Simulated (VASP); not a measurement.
# Rh (P6_3/mmc) in VASP: notebook

Runs on Rh. Level: PBE. Tasks: single point.

All numbers are computed with VASP 6.6.1; they aren't measurements. Logs are shortened: lines on timing, memory, paths and dates and some standing lists are left out, and cuts for length are marked.

### 1 The cell of the first run

The structure is hexagonal, space group P6_3/mmc (No. 194). Conventional cell: a = 2.611 Å, b = 2.611 Å, c = 4.202 Å, α = 90.00°, β = 90.00°, γ = 120.00°. Rh (site symmetry -6m2) has 12 Rh at 2.59 to 2.61 Å within 3.4 Å.

This isn't the form of Rh at room conditions, which is fcc.

### 2 Single point, PBE, collinear spin, ferromagnetic start (12.41 Å³/atom)

The input, INCAR:

```
SYSTEM = Rh
PREC = Accurate ; ENCUT = 500
EDIFF = 1E-6 ; ISMEAR = 0
SIGMA = 0.15 ; LREAL = .FALSE.
LASPH = .TRUE. ; NELM = 200
ALGO = Normal ; ISIF = 2
LWAVE = .FALSE. ; LCHARG = .FALSE.
ISPIN = 2 ; MAGMOM = 0.25 0.25
LORBIT = 11 ; NUPDOWN = 0.5
LMAXMIX = 4 ; GGA = PE
NBANDS = 26 ; GGA_COMPAT = .FALSE.
```

The input, KPOINTS:

```
Automatic mesh
0
G
  21 21 12
  0 0 0
```

The input, POSCAR:

```
Rh
1.0
    2.6112187483      0.0000000000      0.0000000000
   -1.3056093742      2.2613817708      0.0000000000
    0.0000000000      0.0000000000      4.2022282270
Rh
2
Direct
    0.6666666667      0.3333333333      0.7500000000
    0.3333333333      0.6666666667      0.2500000000
```

Potentials or basis: VASP PAW PBE potentials, release 64 (Rh_pv).

Command:

```console
$ cat potpaw_PBE.64/Rh_pv/POTCAR > POTCAR
$ mpirun -np 1 vasp_std > vasp.out
```

OUTCAR:

```text
SYSTEM = Rh
   PREC = Accurate
   ENCUT = 500
   EDIFF = 1E-6
   ISMEAR = 0
   LREAL = .FALSE.
   LASPH = .TRUE.
   NELM = 200
   ISIF = 2
   ISPIN = 2
   LORBIT = 11
   NUPDOWN = 0.5
   GGA = PE

 ion  position               nearest neighbor table
   1  0.667  0.333  0.750-   2 2.59   2 2.59   2 2.59   2 2.59   2 2.59   2 2.59
   2  0.333  0.667  0.250-   1 2.59   1 2.59   1 2.59   1 2.59   1 2.59   1 2.59

  LATTYP: Found a hexagonal cell.
 ALAT       =     2.6112187483
 C/A-ratio  =     1.6092976621

  Lattice vectors:

 A1 = (   2.6112187483,   0.0000000000,   0.0000000000)
 A2 = (  -1.3056093742,   2.2613817708,   0.0000000000)
 A3 = (   0.0000000000,   0.0000000000,   4.2022282270)

Analysis of symmetry for initial positions (statically):
=====================================================================
 Subroutine PRICEL returns:
 Original cell was already a primitive cell.

 Routine SETGRP: Setting up the symmetry group for a
 hexagonal supercell.

 Subroutine GETGRP returns: Found 24 space group operations
 (whereof 12 operations were pure point group operations)
 out of a pool of 24 trial point group operations.

The static configuration has the point symmetry D_3d.
 The point group associated with its full space group is D_6h.

Analysis of symmetry for dynamics (positions and initial velocities):
=====================================================================
 Subroutine PRICEL returns:
 Original cell was already a primitive cell.

 Routine SETGRP: Setting up the symmetry group for a
 hexagonal supercell.

 Subroutine GETGRP returns: Found 24 space group operations
 (whereof 12 operations were pure point group operations)
 out of a pool of 24 trial point group operations.

The dynamic configuration has the point symmetry D_3d.
 The point group associated with its full space group is D_6h.

Analysis of structural, dynamic, and magnetic symmetry:
=====================================================================
 Subroutine PRICEL returns:
 Original cell was already a primitive cell.

 Routine SETGRP: Setting up the symmetry group for a
 hexagonal supercell.

 Subroutine GETGRP returns: Found 24 space group operations
 (whereof 12 operations were pure point group operations)
 out of a pool of 24 trial point group operations.

The overall configuration has the point symmetry D_3d.
 The point group associated with its full space group is D_6h.

 Subroutine INISYM returns: Found 24 space group operations
 (whereof 12 operations are pure point group operations),
 and found     1 'primitive' translations

----------------------------------------------------------------------------------------

                                     Primitive cell

  volume of cell :      24.8140

  direct lattice vectors                    reciprocal lattice vectors
     2.611218748  0.000000000  0.000000000     0.382962937  0.221103755  0.000000000
    -1.305609374  2.261381771  0.000000000     0.000000000  0.442207509  0.000000000
     0.000000000  0.000000000  4.202228227     0.000000000  0.000000000  0.237968988

  length of vectors
     2.611218748  2.611218748  4.202228227     0.442207509  0.442207509  0.237968988

  position of ions in fractional coordinates (direct lattice)
     0.666666667  0.333333333  0.750000000
     0.333333333  0.666666667  0.250000000

  ion indices of the primitive-cell ions
   primitive index   ion index
                 1           1
                 2           2

----------------------------------------------------------------------------------------

 KPOINTS: Automatic mesh

Automatic generation of k-mesh.
 Grid dimensions read from file:
 generate k-points for:   21   21   12

 Generating k-lattice:

  Cartesian coordinates                     Fractional coordinates (reciprocal lattice)
     0.018236330  0.010528750  0.000000000     0.047619048  0.000000000  0.000000000
     0.000000000  0.021057500  0.000000000     0.000000000  0.047619048  0.000000000
     0.000000000  0.000000000  0.019830749     0.000000000  0.000000000  0.083333333

  Length of vectors
     0.021057500  0.021057500  0.019830749

  Shift w.r.t. Gamma in fractional coordinates (k-lattice)
     0.000000000  0.000000000  0.000000000

 Subroutine IBZKPT returns following result:
 ===========================================

 Found    336 irreducible k-points:

 Following reciprocal coordinates:
            Coordinates               Weight
  0.000000  0.000000  0.000000      1.000000
  0.047619  0.000000  0.000000      6.000000
  0.095238  0.000000  0.000000      6.000000
  0.142857  0.000000  0.000000      6.000000
  0.190476  0.000000  0.000000      6.000000
  0.238095  0.000000  0.000000      6.000000
[... 16 lines left out ...]
  0.142857  0.095238  0.000000     12.000000
  0.190476  0.095238  0.000000     12.000000
 [... further k-points ...]
   k-points           NKPTS =    336   k-points in BZ     NKDIM =    336   number of bands    NBANDS=     26
   number of dos      NEDOS =    301   number of ions     NIONS =      2
   total plane-waves  NPLWV =  12800
   dimension x,y,z NGX =    20 NGY =   20 NGZ =   32
   dimension x,y,z NGXF=    40 NGYF=   40 NGZF=   64
   ions per type =               2
   NGX,Y,Z   is equivalent  to a cutoff of  12.73, 12.73, 12.66 a.u.
   NGXF,Y,Z  is equivalent  to a cutoff of  25.47, 25.47, 25.32 a.u.
 SYSTEM =  Rh
   PREC   = accura    normal or accurate (medium, high low for compatibility)
   ISTART =      0    job   : 0-new  1-cont  2-samecut
   ICHARG =      2    charge: 1-file 2-atom 10-const
   ISPIN  =      2    spin polarized calculation?
   LNONCOLLINEAR =      F non collinear calculations
   LSORBIT =      F    spin-orbit coupling
   LASPH  =      T    aspherical Exc in radial PAW
   ENCUT  =  500.0 eV  36.75 Ry    6.06 a.u.   4.76  4.76  7.66*2*pi/ulx,y,z
   NELM   =    200;   NELMIN=  2; NELMDL= -5     # of ELM steps
   EDIFF  = 0.1E-05   stopping-criterion for ELM
   LREAL  =      F    real-space projection
   EDIFFG = 0.1E-04   stopping-criterion for IOM
   NSW    =      0    number of steps for IOM
   IBRION =     -1    ionic relax: 0-MD 1-quasi-New 2-CG
   NFREE  =      0    steps in history (QN), initial steepest desc. (CG)
   ISIF   =      2    stress and relaxation
   ISYM   =      2    0-nonsym 1-usesym 2-fastsym
   POTIM  = 0.5000    time-step for ionic-motion
   TEBEG  =    0.0;   TEEND  =   0.0 temperature during run
   PSTRESS=    0.0 pullay stress
   NELECT =      30.0000    total number of electrons
   NUPDOWN=       0.5000    fix difference up-down
   EMIN   =  10.00;   EMAX   =-10.00  energy-range for DOS
   EFERMI =   0.00;   METHOD = LEGACY
   ISMEAR =     0;   SIGMA  =   0.15  broadening in eV -4-tet -1-fermi 0-gaus
   EFERMI_NEDOS =   21; number of points for ismear=-14 and -15
   IALGO  =     38    algorithm
   IMIX   =      4    mixing-type and parameters
     AMIX     =   0.40;   BMIX     =  1.00
     AMIX_MAG =   1.60;   BMIX_MAG =  1.00
  volume/ion in A,a.u.               =      12.41        83.73
  Fermi-wavevector in a.u.,A,eV,Ry     =   1.744013  3.295706 41.383215  3.041580
  Thomas-Fermi vector in A             =   2.815975
   LORBIT       =     11    0 simple, 1 ext, 2 COOP (PROOUT), +10 PAW based schemes
   GGA     = PE    functional components
   LHFCALC =     F    Hartree Fock is set to
   AEXX    =    0.0000 exact exchange contribution
   IVDW    =     0    specifies the selected vdW correction
   LEPSILON=     F    determine dielectric tensor
   LRPA    =     F    only Hartree local field effects (RPA)
 spin polarized calculation
 Gauss-broadening in eV      SIGMA  =   0.15
  energy-cutoff  :      500.00
  volume of cell :       24.81
 maximum number of plane-waves:       651
 NGX is ok and might be reduce to    20
   NGX =  9   NGY =  9   NGZ = 15

 number of electron      29.9999999 magnetization       0.5000000

 Free energy of the ion-electron system (eV)
  ---------------------------------------------------
  ext. energy  EPLUGINS =         0.00000000
  ---------------------------------------------------
  free energy    TOTEN  =       -14.01420735 eV

  energy without entropy =      -13.98171453  energy(sigma->0) =      -13.99796094

 E-fermi :  13.9126     XC(G=0): -14.7026

 val. band max:       14.0848214226   @ k =   0.0476   0.0000   0.0000
 cond. band min:      13.9134890455   @ k =   0.3810   0.1905   0.1667
 fundamental gap:     -0.1713323771
 Fermi energy:        14.0855974712

 spin component 1

 k-point     1 :       0.0000    0.0000    0.0000
  band No.  band energies     occupation
      1     -33.8249      1.00000
      2     -32.8960      1.00000
      3     -32.8960      1.00000
      4     -32.7521      1.00000
      5     -32.7434      1.00000
      6     -32.7434      1.00000
[... 18 lines left out ...]
     25      38.0320      0.00000
     26      38.0345      0.00000
[... 644 lines left out ...]
      4     -32.9946      1.00000
      5     -32.8416      1.00000
      6     -32.8311      1.00000
[... 18 lines left out ...]
     25      34.0519      0.00000
     26      35.0632      0.00000

 [... further k-points ...]

 spin component 2

 k-point     1 :       0.0000    0.0000    0.0000
  band No.  band energies     occupation
      1     -33.6146      1.00000
      2     -32.6892      1.00000
      3     -32.6892      1.00000
      4     -32.5360      1.00000
      5     -32.5360      1.00000
      6     -32.5357      1.00000
[... 18 lines left out ...]
     25      38.1073      0.00000
     26      38.1538      0.00000
[... 644 lines left out ...]
      4     -32.7885      1.00000
      5     -32.6256      1.00000
      6     -32.6241      1.00000
[... 18 lines left out ...]
     25      34.3358      0.00000
     26      35.1132      0.00000

 [... further k-points ...]
[... 5 lines left out ...]
  --------------------------------------------------------------------------------------
  -------------------------------------------------------------------------------------
  Total        7.0157433      7.0157433      7.3224122     -0.0000000      0.0000000      0.0000000
  in kB      452.9888328    452.9888328    472.7896660     -0.0000000      0.0000000      0.0000000
  external PRESSURE =     459.5891105 kB  Pullay stress =       0.0000000 kB

 VOLUME and BASIS-vectors are now :
 -----------------------------------------------------------------------------
  energy-cutoff  :      500.00
  volume of cell :       24.81
      direct lattice vectors                 reciprocal lattice vectors
     2.611218748  0.000000000  0.000000000     0.382962937  0.221103755  0.000000000
    -1.305609374  2.261381771  0.000000000     0.000000000  0.442207509  0.000000000
     0.000000000  0.000000000  4.202228227     0.000000000  0.000000000  0.237968988

 POSITION                                       TOTAL-FORCE (eV/Angst)
 -----------------------------------------------------------------------------------
      1.30561      0.75379      3.15167         0.000000      0.000000      0.000000
     -0.00000      1.50759      1.05056        -0.000000      0.000000      0.000000
 -----------------------------------------------------------------------------------
    total drift:                                0.000000     -0.000000      0.000000

  FREE ENERGIE OF THE ION-ELECTRON SYSTEM (eV)
  ---------------------------------------------------
  free  energy   TOTEN  =       -14.0142073538 eV

  energy  without entropy=      -13.9817145276  energy(sigma->0) =      -13.99796094

 total charge

# of ion       s       p       d       tot
------------------------------------------
    1        0.456   6.375   7.173  14.004
    2        0.456   6.375   7.173  14.004
--------------------------------------------------
tot          0.913  12.749  14.346  28.008

 magnetization (x)

# of ion       s       p       d       tot
------------------------------------------
    1       -0.000  -0.000   0.248   0.248
    2       -0.000  -0.000   0.248   0.248
--------------------------------------------------
tot         -0.000  -0.000   0.496   0.495
```

Run time: 4 min. Hardware: 1 thread of Intel Xeon Platinum 8488C (Sapphire Rapids), shared host; peak memory 0.36 GiB.

Results:

| Item | Value |
| --- | --- |
| Free energy | -14.0142 eV |
| Pressure | 46.0 GPa |
| Net moment | 0.50 μB per cell |
| Site moments | Rh +0.25 μB |
| Valence electrons inside the program's atomic spheres | Rh 14.00 |

Caveat: the cell stands under pressure; the total moment is fixed, so each spin has its own Fermi level.

### 3 Single point, PBE, collinear spin, ferromagnetic start (12.41 Å³/atom)

The input, INCAR:

```
  ALGO = Normal
  EDIFF = 1E-6
  ENCUT = 500
  GGA = PE
  GGA_COMPAT = False
  ISIF = 2
  ISMEAR = 0
  ISPIN = 2
  LASPH = True
  LCHARG = False
  LMAXMIX = 4
  LORBIT = 11
  LREAL = False
  LWAVE = False
  MAGMOM = 0.5 0.5
  NBANDS = 26
  NELM = 200
  NUPDOWN = 1.0
  PREC = Accurate
  SIGMA = 0.15
```

The input, KPOINTS:

```
k-points
0
Gamma
  21 21 12
```

POSCAR is that of step 2.

Potentials or basis: VASP PAW PBE potentials, release 64 (Rh_pv).

Command:

```console
$ cat potpaw_PBE.64/Rh_pv/POTCAR > POTCAR
$ mpirun -np 1 vasp_std > vasp.out
```

Wall time 2.1 min (1 thread of Intel Xeon 6975P-C (Granite Rapids), shared host); peak memory 0.36 GiB.

Results (log left out):

| Quantity | Value |
| --- | --- |
| Free energy | -13.9505 eV |
| Pressure | 47.5 GPa |
| Net moment | 1.00 μB per cell |
| Site moments | Rh +0.49 μB |
| Valence electrons inside the program's atomic spheres | Rh 14.01 |

Stress tensor (GPa, compression positive):
```
46.87  0.00  0.00
 0.00 46.87  0.00
 0.00  0.00 48.70
```

Caveat: the cell stands under pressure; the total moment is fixed, so each spin has its own Fermi level.
